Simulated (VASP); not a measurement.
Crystal: Bi.

```xyz
4
Lattice="5.2510 0.0000 0.0000 -2.6255 4.5475 0.0000 0.0000 0.0000 6.7584" Properties=species:S:1:pos:R:3 pbc="T T T"
Bi    0.0000    0.0000    1.6896
Bi    0.0000    0.0000    5.0688
Bi    0.0000    3.0317    5.0688
Bi    2.6255    1.5158    1.6896
```

This isn't the form of Bi at room conditions, which is rhombohedral.

- Program: VASP 6.6.1
- Task: relaxation of cell and atoms
- Functional: PBEsol
- Potentials or basis: VASP PAW PBE potentials, release 64 (Bi_d)
- Cutoff: 600 eV
- k mesh: 6 × 6 × 4
- Occupations: gaussian, width 0.1 eV
- Spin: no spin polarisation

At the start: pressure -0.2 GPa; volume 40.35 Å³/atom.

Q: Where does the relaxation end?

A: Over 6 steps the energy falls by 12.6 meV/atom and the volume is 39.13 Å³/atom (-3.0 %); space group P6_3/mmc (No. 194, to 0.1 Å) before and after.

The path:
```csv
step,energy change (eV),largest force (eV/Å),pressure (GPa),volume (Å³)
1,0.0000,0.0000,-0.17,161.38
2,-0.0370,0.0000,-0.49,160.31
3,-0.0443,0.0000,-0.62,159.65
4,-0.0447,0.0000,-0.66,159.49
5,-0.0486,0.0000,0.38,154.89
6,-0.0505,0.0000,0.00,156.54
```

Final structure:
```cif
data_structure
_symmetry_space_group_name_H-M 'P 1'
_symmetry_Int_Tables_number 1
_cell_length_a 5.2988
_cell_length_b 5.2988
_cell_length_c 6.4376
_cell_angle_alpha 90.000
_cell_angle_beta 90.000
_cell_angle_gamma 120.000
_cell_volume 156.54
loop_
_atom_site_label
_atom_site_type_symbol
_atom_site_fract_x
_atom_site_fract_y
_atom_site_fract_z
_atom_site_occupancy
Bi1 Bi 0.00000 0.00000 0.25000 1
Bi2 Bi 0.00000 0.00000 0.75000 1
Bi3 Bi 0.33333 0.66667 0.75000 1
Bi4 Bi 0.66667 0.33333 0.25000 1
```

Caveat: the PAW data sets were made with another functional, which shifts forces and pressure a little.
